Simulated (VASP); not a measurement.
# LaPSe4 (P-6m2) in VASP: a series of runs, part 2 of 2

VASP 6.6.1. The steps go on from the part before.

### Step 3. Single point, PBE

This run uses another cell than the first one, of 26.62 Å³/atom, 1.176 times its volume.

The input, INCAR:

```
SYSTEM = LaPSe4
  PREC = Accurate
  ENCUT = 500
  EDIFF = 1E-6
  ISMEAR = 0
  SIGMA = 0.15
  LREAL = .False.
  LASPH = .True.
  NELM = 200
  ALGO = Normal
  ISIF = 2
  LWAVE = .False.
  LCHARG = .False.
  GGA = PE
  NBANDS = 29
  GGA_COMPAT = .False.
  LMAXMIX = 6
```

The input, KPOINTS:

```
regular mesh
0
Gamma
  4 4 1
  0 0 0
```

The input, POSCAR:

```
LaPSe4
1.0
    4.1161123371      0.0000000000      0.0000000000
   -2.0580561685      3.5646578487      0.0000000000
    0.0000000000      0.0000000000     10.8866183108
La P Se
1 1 4
Direct
    0.6666666667      0.3333333333      0.5000000000
    0.6666666667      0.3333333333      0.0000000000
    0.3333333333      0.6666666667      0.6663686009
    0.0000000000      0.0000000000      0.8811221126
    0.0000000000      0.0000000000      0.1188778874
    0.3333333333      0.6666666667      0.3336313991
```

Potentials or basis: VASP PAW PBE potentials, release 64 (La, P, Se).

The run is started by

```bash
$ cat potpaw_PBE.64/La/POTCAR potpaw_PBE.64/P/POTCAR potpaw_PBE.64/Se/POTCAR > POTCAR
$ mpirun -np 1 vasp_std > vasp.out
```

OUTCAR:

```text
SYSTEM = LaPSe4
   PREC = Accurate
   ENCUT = 500
   EDIFF = 1E-6
   ISMEAR = 0
   LREAL = .False.
   LASPH = .True.
   NELM = 200
   ISIF = 2
   GGA = PE

 ion  position               nearest neighbor table
   1  0.667  0.333  0.500-   3 2.99   6 2.99   3 2.99   6 2.99   3 2.99   6 2.99
   2  0.667  0.333  0.000-   5 2.71   4 2.71   5 2.71   4 2.71   5 2.71   4 2.71
   3  0.333  0.667  0.666-   1 2.99   1 2.99   1 2.99
   4  0.000  0.000  0.881-   5 2.59   2 2.71   2 2.71   2 2.71
   5  0.000  0.000  0.119-   4 2.59   2 2.71   2 2.71   2 2.71
   6  0.333  0.667  0.334-   1 2.99   1 2.99   1 2.99

  LATTYP: Found a hexagonal cell.
 ALAT       =     4.1161123371
 C/A-ratio  =     2.6448788126

  Lattice vectors:

 A1 = (   4.1161123371,   0.0000000000,   0.0000000000)
 A2 = (  -2.0580561685,   3.5646578487,   0.0000000000)
 A3 = (   0.0000000000,   0.0000000000,  10.8866183108)

Analysis of symmetry for initial positions (statically):
=====================================================================
 Subroutine PRICEL returns:
 Original cell was already a primitive cell.

 Routine SETGRP: Setting up the symmetry group for a
 hexagonal supercell.

 Subroutine GETGRP returns: Found 12 space group operations
 (whereof 12 operations were pure point group operations)
 out of a pool of 24 trial point group operations.

The static configuration has the point symmetry D_3h.

Analysis of symmetry for dynamics (positions and initial velocities):
=====================================================================
 Subroutine PRICEL returns:
 Original cell was already a primitive cell.

 Routine SETGRP: Setting up the symmetry group for a
 hexagonal supercell.

 Subroutine GETGRP returns: Found 12 space group operations
 (whereof 12 operations were pure point group operations)
 out of a pool of 24 trial point group operations.

The dynamic configuration has the point symmetry D_3h.

 Subroutine INISYM returns: Found 12 space group operations
 (whereof 12 operations are pure point group operations),
 and found     1 'primitive' translations

----------------------------------------------------------------------------------------

                                     Primitive cell

  volume of cell :     159.7343

  direct lattice vectors                    reciprocal lattice vectors
     4.116112337  0.000000000  0.000000000     0.242947694  0.140265916  0.000000000
    -2.058056168  3.564657849  0.000000000     0.000000000  0.280531833  0.000000000
     0.000000000  0.000000000 10.886618311     0.000000000  0.000000000  0.091855889

  length of vectors
     4.116112337  4.116112337 10.886618311     0.280531833  0.280531833  0.091855889

  position of ions in fractional coordinates (direct lattice)
     0.666666667  0.333333333  0.500000000
     0.666666667  0.333333333  0.000000000
     0.333333333  0.666666667  0.666368601
     0.000000000  0.000000000  0.881122113
     0.000000000  0.000000000  0.118877887
     0.333333333  0.666666667  0.333631399

  ion indices of the primitive-cell ions
   primitive index   ion index
                 1           1
                 2           2
                 3           3
[... 23 lines left out ...]
     0.000000000  0.000000000  0.000000000

 Subroutine IBZKPT returns following result:
 ===========================================

 Found      4 irreducible k-points:

 Following reciprocal coordinates:
            Coordinates               Weight
  0.000000  0.000000  0.000000      1.000000
  0.250000 -0.000000  0.000000      6.000000
  0.500000 -0.000000  0.000000      3.000000
  0.250000  0.250000  0.000000      6.000000
   k-points           NKPTS =      4   k-points in BZ     NKDIM =      4   number of bands    NBANDS=     29
   number of dos      NEDOS =    301   number of ions     NIONS =      6
   total plane-waves  NPLWV =  72000
   dimension x,y,z NGX =    30 NGY =   30 NGZ =   80
   dimension x,y,z NGXF=    60 NGYF=   60 NGZF=  160
   ions per type =               1   1   4
   NGX,Y,Z   is equivalent  to a cutoff of  12.12, 12.12, 12.22 a.u.
   NGXF,Y,Z  is equivalent  to a cutoff of  24.23, 24.23, 24.43 a.u.
 SYSTEM =  LaPSe4
   PREC   = accura    normal or accurate (medium, high low for compatibility)
   ISTART =      0    job   : 0-new  1-cont  2-samecut
   ICHARG =      2    charge: 1-file 2-atom 10-const
   ISPIN  =      1    spin polarized calculation?
   LNONCOLLINEAR =      F non collinear calculations
   LSORBIT =      F    spin-orbit coupling
   LASPH  =      T    aspherical Exc in radial PAW
   ENCUT  =  500.0 eV  36.75 Ry    6.06 a.u.   7.50  7.50 19.85*2*pi/ulx,y,z
   NELM   =    200;   NELMIN=  2; NELMDL= -5     # of ELM steps
   EDIFF  = 0.1E-05   stopping-criterion for ELM
   LREAL  =      F    real-space projection
   EDIFFG = 0.1E-04   stopping-criterion for IOM
   NSW    =      0    number of steps for IOM
   IBRION =     -1    ionic relax: 0-MD 1-quasi-New 2-CG
   NFREE  =      0    steps in history (QN), initial steepest desc. (CG)
   ISIF   =      2    stress and relaxation
   ISYM   =      2    0-nonsym 1-usesym 2-fastsym
   POTIM  = 0.5000    time-step for ionic-motion
   TEBEG  =    0.0;   TEEND  =   0.0 temperature during run
   PSTRESS=    0.0 pullay stress
   NELECT =      40.0000    total number of electrons
   NUPDOWN=      -1.0000    fix difference up-down
   EMIN   =  10.00;   EMAX   =-10.00  energy-range for DOS
   EFERMI =   0.00;   METHOD = LEGACY
   ISMEAR =     0;   SIGMA  =   0.15  broadening in eV -4-tet -1-fermi 0-gaus
   EFERMI_NEDOS =   21; number of points for ismear=-14 and -15
   IALGO  =     38    algorithm
   IMIX   =      4    mixing-type and parameters
     AMIX     =   0.40;   BMIX     =  1.00
     AMIX_MAG =   1.60;   BMIX_MAG =  1.00
  volume/ion in A,a.u.               =      26.62       179.66
  Fermi-wavevector in a.u.,A,eV,Ry     =   1.031879  1.949969 14.487136  1.064774
  Thomas-Fermi vector in A             =   2.166049
   LORBIT       =      0    0 simple, 1 ext, 2 COOP (PROOUT), +10 PAW based schemes
   GGA     = PE    functional components
   LHFCALC =     F    Hartree Fock is set to
   AEXX    =    0.0000 exact exchange contribution
   IVDW    =     0    specifies the selected vdW correction
   LEPSILON=     F    determine dielectric tensor
   LRPA    =     F    only Hartree local field effects (RPA)
 non-spin polarized calculation
 Gauss-broadening in eV      SIGMA  =   0.15
  energy-cutoff  :      500.00
  volume of cell :      159.73
 maximum number of plane-waves:      4063
 NGX is ok and might be reduce to    30
   NGX = 15   NGY = 15   NGZ = 39

 number of electron      39.9999992 magnetization

 Free energy of the ion-electron system (eV)
  ---------------------------------------------------
  ext. energy  EPLUGINS =         0.00000000
  ---------------------------------------------------
  free energy    TOTEN  =       -26.99446242 eV

  energy without entropy =      -26.97352023  energy(sigma->0) =      -26.98399132

 E-fermi :   4.2430     XC(G=0):  -9.2793

 val. band max:        4.1419532135   @ k =   0.2500   0.2500   0.0000
 cond. band min:       4.4851541264   @ k =   0.0000   0.0000   0.0000
 fundamental gap:      0.3432009129
 Fermi energy:         4.2429895021

 k-point     1 :       0.0000    0.0000    0.0000
  band No.  band energies     occupation
      1     -27.6754      2.00000
      2     -11.7606      2.00000
      3     -11.2478      2.00000
      4     -11.2478      2.00000
      5     -11.2155      2.00000
      6      -8.5095      2.00000
[... 117 lines left out ...]
     28       7.2628      0.00000
     29       7.2665      0.00000

------------------------ aborting loop because EDIFF is reached ----------------------------------------

  FORCE on cell =-STRESS in cart. coord.  units (eV):
  Direction    XX          YY          ZZ          XY          YZ          ZX
  --------------------------------------------------------------------------------------
  -------------------------------------------------------------------------------------
  Total        0.4498711      0.4498711      0.0219883      0.0000000      0.0000000      0.0000000
  in kB        4.5123277      4.5123277      0.2205483      0.0000000      0.0000000      0.0000000
  external PRESSURE =       3.0817346 kB  Pullay stress =       0.0000000 kB

 VOLUME and BASIS-vectors are now :
 -----------------------------------------------------------------------------
  energy-cutoff  :      500.00
  volume of cell :      159.73
      direct lattice vectors                 reciprocal lattice vectors
     4.116112337  0.000000000  0.000000000     0.242947694  0.140265916  0.000000000
    -2.058056168  3.564657849  0.000000000     0.000000000  0.280531833  0.000000000
     0.000000000  0.000000000 10.886618311     0.000000000  0.000000000  0.091855889

 POSITION                                       TOTAL-FORCE (eV/Angst)
 -----------------------------------------------------------------------------------
      2.05806      1.18822      5.44331        -0.000000      0.000000      0.000000
      2.05806      1.18822      0.00000         0.000000      0.000000      0.000000
     -0.00000      2.37644      7.25450        -0.000000     -0.000000     -0.001210
      0.00000      0.00000      9.59244        -0.000000      0.000000     -0.007887
      0.00000      0.00000      1.29418        -0.000000      0.000000      0.007887
     -0.00000      2.37644      3.63212         0.000000     -0.000000      0.001210
 -----------------------------------------------------------------------------------
    total drift:                               -0.000000      0.000000      0.000000

  FREE ENERGIE OF THE ION-ELECTRON SYSTEM (eV)
  ---------------------------------------------------
  free  energy   TOTEN  =       -26.9944624210 eV

  energy  without entropy=      -26.9735202280  energy(sigma->0) =      -26.98399132
```

Wall time 25 s (1 thread of Intel Xeon 6975P-C (Granite Rapids), shared host); peak memory 0.26 GiB.

What came out:

| Item | Value |
| --- | --- |
| Free energy | -26.9945 eV |
| Pressure | 0.3 GPa |
| Largest force | 0.008 eV/Å |
| Band gap on the k mesh | zero (band 20 reaches 4.14 eV, above the bottom of band 21 at 3.64 eV) |

Forces in eV/Å, atoms in the order of the input:
```
La   0.000  0.000  0.000
P    0.000  0.000  0.000
Se   0.000  0.000 -0.001
Se   0.000  0.000 -0.008
Se   0.000  0.000  0.008
Se   0.000  0.000  0.001
```

Caveat: the k points lie up to 0.58 Å⁻¹ apart; spin-orbit coupling is left out, which moves the levels of the heavy elements.
